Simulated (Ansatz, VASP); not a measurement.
## Cu in VASP and in Ansatz

```
Cu
1.0
    -1.44279    1.44279    1.37608
     1.44279   -1.44279    1.37608
     1.44279    1.44279   -1.37608
Cu
1
Direct
  0.00000 0.00000 0.00000
```

Alike in both runs: task single point; functional PBE; k mesh 4 × 4 × 4; occupations gaussian, width 0.1 eV; no spin polarisation.

|  | VASP | Ansatz |
| --- | --- | --- |
| version | VASP 6.6.1 | Ansatz 0.2.0 |
| potentials or method | VASP PAW PBE potentials, release 64 (Cu), cutoff 520 eV | scalar-relativistic, plane waves, PAW |
| valence electrons in the cell | 11 | 19 |

```csv
,VASP,Ansatz,Ansatz less VASP
gap on the k mesh at the Fermi level (eV),none,none,-
pressure (GPa),7.8,6.7,-1.02
"traceless stress, the component that is largest in VASP (GPa)",-1.23,-1.13,+0.104
```

A gap of «none» marks a metal or a gap that the smearing closes. With one functional, cell and mesh, what is left measures potentials, basis and numerics. VASP's potentials hold 11 valence electrons a cell and Ansatz's 19, so a difference there can come from the potentials and not from the codes.

The k mesh is coarse, so the values compare programs but aren't converged.
